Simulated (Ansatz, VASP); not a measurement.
One calculation of MgO, two programs

Contents of INCAR:

```
SYSTEM = MgO
PREC = Accurate
ENCUT = 600
EDIFF = 1E-6
ISMEAR = 0
SIGMA = 0.01
LREAL = .False.
LASPH = .True.
NELM = 120
ALGO = Normal
ISIF = 2
LWAVE = .False.
LCHARG = .False.
GGA = CA
NBANDS = 11
GGA_COMPAT = .False.
```

Contents of KPOINTS:

```
regular mesh
0
Gamma
  10 10 10
  0 0 0
```

File POSCAR:

```
MgO
1.0
    0.0000000000      1.8866713983      1.8866713983
    1.8866713983      0.0000000000      1.8866713983
    1.8866713983      1.8866713983      0.0000000000
Mg O
1 1
Direct
    0.0000000000      0.0000000000      0.0000000000
    0.5000000000      0.5000000000      0.5000000000
```

Input for Ansatz:

```yaml
crystal:
  lattice:
    - [0.0, 1.8866713983, 1.8866713983]
    - [1.8866713983, 0.0, 1.8866713983]
    - [1.8866713983, 1.8866713983, 0.0]
  atoms:
    - { symbol: Mg, position: [0.0, 0.0, 0.0] }
    - { symbol: O, position: [0.5, 0.5, 0.5] }
scf:
  occupations: { method: fixed }
output:
  forces: true
  stress: true
  eigenvalues: true
hamiltonian:
  xc: lda
basis:
  ecutwfc: 700
kpoints:
  mp_grid: { grid: [10, 10, 10] }
```

Alike in both runs: task single point; functional LDA; k mesh 10 × 10 × 10; no spin polarisation.

|  | VASP | Ansatz |
| --- | --- | --- |
| version | VASP 6.6.1 | Ansatz 0.2.0 |
| potentials or method | VASP PAW LDA potentials, release 64 (Mg, O), cutoff 600 eV | scalar-relativistic, plane waves, PAW |
| occupations | gaussian, width 0.01 eV | fixed |
| valence electrons in the cell | 8 | 16 |

Ansatz gave:

```
gap on the k mesh at the Fermi level (eV) : 8.60
least direct gap on the mesh (eV)         : 8.60
```

Q: Which values does VASP return?

A: gap on the k mesh at the Fermi level (eV): 8.62; least direct gap on the mesh (eV): 8.62.

LDA's correlation is that of Perdew and Zunger in VASP and of Perdew and Wang (1992) in Ansatz. VASP's potentials hold 8 valence electrons a cell and Ansatz's 16, so a difference there can come from the potentials and not from the codes.
